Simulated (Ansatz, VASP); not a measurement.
**HfNb2CN2 in VASP and in Ansatz**

```
Hf Nb C N
1.0
     3.08985    0.00000    0.00000
     0.00000    3.08985    0.00000
     0.00000    0.00000    8.19952
Hf Nb C N
1 2 1 2
Cartesian
  1.5449 1.5449 0.0000
  1.5449 0.0000 5.1211
  0.0000 1.5449 3.0784
  0.0000 0.0000 0.0000
  1.5449 0.0000 2.9123
  0.0000 1.5449 5.2872
```

Change from the starting cell: species swapped into the Zr2SiTe2As type (P-4m2, No. 115).

Alike in both runs: functional PBE; k mesh 6 × 6 × 2; occupations gaussian, width 0.1 eV; no spin polarisation.

Ansatz relaxed the structure, and its values are those at the end. VASP's run is a single point on that final structure, the one shown.

|  | VASP | Ansatz |
| --- | --- | --- |
| version | VASP 6.6.1 | Ansatz 0.2.0 |
| potentials or method | VASP PAW PBE potentials, release 64 (Hf_pv, Nb_sv, C, N), cutoff 520 eV | scalar-relativistic, plane waves, PAW |
| valence electrons in the cell | 50 | 66 |

Ansatz gave:

- gap on the k mesh at the Fermi level (eV): none
- pressure (GPa): -0.2
- rms of the force components (eV/Å): 0.001

Q: Estimate VASP's values.

A: gap on the k mesh at the Fermi level (eV): none; pressure (GPa): -0.5; rms of the force components (eV/Å): 0.004.

A gap of «none» marks a metal or a gap that the smearing closes. With one functional, cell and mesh, what is left measures potentials, basis and numerics. VASP's potentials hold 50 valence electrons a cell and Ansatz's 66, so a difference there can come from the potentials and not from the codes.

The k mesh is coarse, so the values compare programs but aren't converged. Neither program's run includes spin-orbit coupling.
